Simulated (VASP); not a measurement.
# Si2W (I4/mmm) in VASP: further runs, part 2 of 2

VASP 6.6.1. Earlier steps stand in the parts before.

**3. Electric field gradients, PBE**

This run uses another cell than the first one, of 13.55 Å³/atom.

INCAR reads:

```
ALGO = Normal
EDIFF = 1E-8
ENCUT = 520
GGA = PE
ISIF = 2
ISMEAR = -1
ISYM = 0
LASPH = T
LCHARG = F
LEFG = T
LREAL = F
LWAVE = F
NBANDS = 18
NELM = 60
PREC = Accurate
SIGMA = 0.05
```

KPOINTS reads:

```
k-points
0
Gamma
  11 11 14
```

POSCAR reads:

```
Si2W
1.0
   -1.6060000000      1.6060000000      3.9400000000
    1.6060000000     -1.6060000000      3.9400000000
    1.6060000000      1.6060000000     -3.9400000000
Si W
2 1
Direct
    0.3330000000      0.3330000000      0.0000000000
    0.6670000000      0.6670000000      0.0000000000
    0.0000000000      0.0000000000      0.0000000000
```

Potentials or basis: VASP PAW PBE potentials, release 64 (Si, W_sv).

On the command line:

```
cat potpaw_PBE.64/Si/POTCAR potpaw_PBE.64/W_sv/POTCAR > POTCAR
mpirun -np 1 vasp_std > vasp.out
```

OUTCAR:

```text
EDIFF = 1E-8
   ENCUT = 520
   GGA = PE
   ISIF = 2
   ISMEAR = -1
   ISYM = 0
   LASPH = T
   LREAL = F
   NELM = 60
   PREC = Accurate

 ion  position               nearest neighbor table
   1  0.333  0.333  0.000-   2 2.62   2 2.62   2 2.62   2 2.62   3 2.62   3 2.62   3 2.62   3 2.62
                             3 2.62   2 2.63
   2  0.667  0.667  0.000-   1 2.62   1 2.62   1 2.62   1 2.62   3 2.62   3 2.62   3 2.62   3 2.62
                             3 2.62   1 2.63
   3  0.000  0.000  0.000-   1 2.62   2 2.62   2 2.62   1 2.62   2 2.62   2 2.62   2 2.62   1 2.62
                             1 2.62   1 2.62

IMPORTANT INFORMATION: All symmetrisations will be switched off!
NOSYMM: (Re-)initialisation of all symmetry stuff for point group C_1.

----------------------------------------------------------------------------------------

                                     Primitive cell

  volume of cell :      40.6488

[... 691 lines left out ...]

 POSITION                                       TOTAL-FORCE (eV/Angst)
 -----------------------------------------------------------------------------------
      0.00000      0.00000      2.62404        -0.000523     -0.000523      0.210782
      0.00000      0.00000      5.25596         0.000523      0.000523     -0.210782
      0.00000      0.00000      0.00000         0.000000      0.000000     -0.000000
 -----------------------------------------------------------------------------------
    total drift:                                0.000000      0.000000     -0.000000

  FREE ENERGIE OF THE ION-ELECTRON SYSTEM (eV)
  ---------------------------------------------------
  free  energy   TOTEN  =       -24.8097424180 eV

  energy  without entropy=      -24.8075604654  energy(sigma->0) =      -24.80865144

 Electric field gradients (V/A^2)
---------------------------------------------------------------------
 ion       V_xx      V_yy      V_zz      V_xy      V_xz      V_yz
---------------------------------------------------------------------
   1       4.533     4.533    -9.066     0.066    -0.001    -0.001
   2       4.533     4.533    -9.066     0.066    -0.001    -0.001
   3      62.676    62.676  -125.353     0.021     0.051     0.051
---------------------------------------------------------------------

 Electric field gradients after diagonalization (V/A^2)
 (convention: |V_zz| > |V_xx| > |V_yy|)
----------------------------------------------------------------------
 ion       V_xx      V_yy      V_zz     asymmetry (V_yy - V_xx)/ V_zz
----------------------------------------------------------------------
   1       4.599     4.467    -9.066       0.015
   2       4.599     4.467    -9.066       0.015
   3      62.697    62.656  -125.353       0.000
----------------------------------------------------------------------

           NMR quadrupolar parameters

 Cq : quadrupolar parameter    Cq=e*Q*V_zz/h
 eta: asymmetry parameters     (V_yy - V_xx)/ V_zz
 Q  : nuclear electric quadrupole moment in mb (millibarn)
----------------------------------------------------------------------
 ion       Cq(MHz)       eta       Q (mb)
----------------------------------------------------------------------
   1      -0.022       0.015       1.000
   2      -0.022       0.015       1.000
   3      -0.303       0.000       1.000
----------------------------------------------------------------------
```

OSZICAR:

```text
N       E                     dE             d eps       ncg     rms          rms(c)
DAV:   1     0.130660121191E+03    0.13066E+03   -0.10863E+04 30536   0.123E+03
DAV:   2    -0.210903117951E+02   -0.15175E+03   -0.14804E+03 34796   0.321E+02
DAV:   3    -0.256433454353E+02   -0.45530E+01   -0.44886E+01 38256   0.498E+01
DAV:   4    -0.256852698772E+02   -0.41924E-01   -0.41850E-01 36330   0.494E+00
DAV:   5    -0.256857129308E+02   -0.44305E-03   -0.44303E-03 36070   0.548E-01    0.250E+01
DAV:   6    -0.249148206518E+02    0.77089E+00   -0.36543E+00 32872   0.134E+01    0.852E+00
DAV:   7    -0.248334369610E+02    0.81384E-01   -0.26010E-01 32538   0.281E+00    0.457E+00
DAV:   8    -0.248102584483E+02    0.23179E-01   -0.46935E-02 34190   0.170E+00    0.336E-01
DAV:   9    -0.248098416049E+02    0.41684E-03   -0.10941E-03 35568   0.264E-01    0.199E-01
DAV:  10    -0.248097494758E+02    0.92129E-04   -0.28652E-04 35948   0.146E-01    0.397E-02
DAV:  11    -0.248097429415E+02    0.65343E-05   -0.39355E-05 34560   0.457E-02    0.179E-02
DAV:  12    -0.248097432230E+02   -0.28145E-06   -0.18073E-06 36232   0.871E-03    0.429E-03
DAV:  13    -0.248097425006E+02    0.72243E-06   -0.36001E-07 34348   0.528E-03    0.646E-04
DAV:  14    -0.248097424232E+02    0.77346E-07   -0.13001E-08 21936   0.108E-03    0.326E-04
DAV:  15    -0.248097424180E+02    0.51868E-08   -0.24636E-09 16964   0.500E-04
   1 F= -.24809742E+02 E0= -.24808651E+02  d E =-.218195E-02
```

Wall time 18 min (1 thread of Intel Xeon Platinum 8488C (Sapphire Rapids), shared host); peak memory 0.68 GiB.

Results:

```
Free energy                             : -24.8097 eV
Pressure                                : 1.8 GPa
Largest force                           : 0.211 eV/Å
Band gap on the k mesh                  : zero (bands 11 and 12 overlap by 1.25 eV)
Largest electric field gradient by atom : Si -9.1; W -125.4 V/Å²
```

Forces in eV/Å, atoms in the order of the input:
```
Si  -0.001 -0.001  0.211
Si   0.001  0.001 -0.211
W    0.000  0.000  0.000
```

Stress tensor (GPa, compression positive):
```
2.62 0.05 0.00
0.05 2.62 0.00
0.00 0.00 0.04
```

Electric field gradients, principal values (V/Å²):
| atom | least | middle | greatest (by size) |
| --- | --- | --- | --- |
| 1 Si | 4.467 | 4.599 | -9.066 |
| 2 Si | 4.467 | 4.599 | -9.066 |
| 3 W | 62.656 | 62.697 | -125.353 |

Caveat: without QUAD_EFG the Cq values of the log hold for a quadrupole moment of 1 mb, not for the nuclei; spin-orbit coupling is left out, which moves the levels of the heavy elements.
